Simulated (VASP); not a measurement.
A run of VASP 6.6.1 is set up as follows.

The input INCAR:

```
ALGO = Normal
EDIFF = 1E-6
ENCUT = 520
GGA = CA
ISIF = 2
ISMEAR = 0
LASPH = True
LCHARG = False
LREAL = False
LWAVE = False
NBANDS = 31
NELM = 100
PREC = Accurate
SIGMA = 0.02
```

Contents of KPOINTS:

```
k-points
0
Gamma
  6 6 8
```

File POSCAR:

```
HfO2
1.0
    4.7018333901      0.0000000000      0.0000000000
    0.0000000000      4.7018333901      0.0000000000
    0.0000000000      0.0000000000      3.1548522776
Hf O
2 4
Direct
    0.0000000000      0.0000000000      0.0000000000
    0.5000000000      0.5000000000      0.5000000000
    0.1954402178      0.8045597822      0.5000000000
    0.3045597822      0.3045597822      0.0000000000
    0.6954402178      0.6954402178      0.0000000000
    0.8045597822      0.1954402178      0.5000000000
```

Potentials or basis: VASP PAW LDA potentials, release 64 (Hf_pv, O).

The run is started by

```bash
$ cat potpaw_LDA.64/Hf_pv/POTCAR potpaw_LDA.64/O/POTCAR > POTCAR
$ mpirun -np 1 vasp_std > vasp.out
```

Question: Estimate the pressure.

Answer: 9.8 GPa.

Question: What does it give for the largest force?

Answer: 0.034 eV/Å.

Question: What does it give for the band gap on the k mesh?

Answer: 3.99 eV.

Stress tensor (GPa, compression positive):
```
9.87 0.00 0.00
0.00 9.87 0.00
0.00 0.00 9.55
```

Caveat: the cell stands under pressure; spin-orbit coupling is left out, which moves the levels of the heavy elements. A k mesh can miss the band edges.
